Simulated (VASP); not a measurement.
Wanted: the native input for a VASP 6.6.1 run.

```yaml
Task: electric field gradients
Functional: LDA
Potentials_or_basis: VASP PAW LDA potentials, release 64 (Ba_sv, Ti_sv, O_h)
Cutoff: 1000 eV
k_mesh: 8 × 8 × 8
Occupations: fermi-dirac, width 0.05 eV
Spin: no spin polarisation
Dipole_correction: no
Further_INCAR_settings: ALGO = Normal; EDIFF = 1e-08; NBANDS = 28
```

The structure of BaTiO3 lies in POSCAR:

```
BaTiO3
1.0
    4.0073000000      0.0000000000      0.0000000000
    0.0000000000      4.0073000000      0.0000000000
    0.0000000000      0.0000000000      4.1275190000
Ba Ti O
1 1 3
Direct
    0.5000000000      0.5000000000      0.5000000000
    0.0000000000      0.0000000000      0.0000000000
    0.5000000000      0.0000000000      0.0000000000
    0.0000000000      0.5000000000      0.0000000000
    0.0000000000      0.0000000000      0.5000000000
```

This cell differs from its parent crystal: zz strain of +3 %.

These files were run (other wordings do the same):

INCAR

```
SYSTEM = BaTiO3
PREC = Accurate ; ENCUT = 1000
EDIFF = 1E-8 ; ISMEAR = -1
SIGMA = 0.05 ; LREAL = .FALSE.
LASPH = .TRUE. ; NELM = 120
ALGO = Normal ; ISIF = 2
LWAVE = .FALSE. ; LCHARG = .FALSE.
GGA = CA ; LEFG = .TRUE.
NBANDS = 28 ; GGA_COMPAT = .FALSE.
```

KPOINTS

```
regular mesh
0
G
  8 8 8
  0 0 0
```

Potentials or basis: VASP PAW LDA potentials, release 64 (Ba_sv, Ti_sv, O_h).

Launch:

```sh
$ cat potpaw_LDA.64/Ba_sv/POTCAR potpaw_LDA.64/Ti_sv/POTCAR potpaw_LDA.64/O_h/POTCAR > POTCAR
$ mpirun -np 1 vasp_std > vasp.out
```

It gave:

```yaml
Pressure: -11.5 GPa
Band_gap_on_the_k_mesh: 1.54 eV (least direct gap 1.74 eV)
Largest_electric_field_gradient_by_atom: Ba +6.6; Ti +25.2; O +19.6, +33.4 (each value once) V/Å²
```

Caveat: the cell differs from its parent crystal (zz strain of +3 %); the cell stands under tension; without QUAD_EFG the Cq values of the log hold for a quadrupole moment of 1 mb, not for the nuclei; spin-orbit coupling is left out, which moves the levels of the heavy elements.

Run time: 6.3 min on 1 thread of Intel(R) Xeon(R) Platinum 8375C CPU @ 2.90GHz (Ice Lake), with other jobs on the host, peak memory 0.5 GiB.
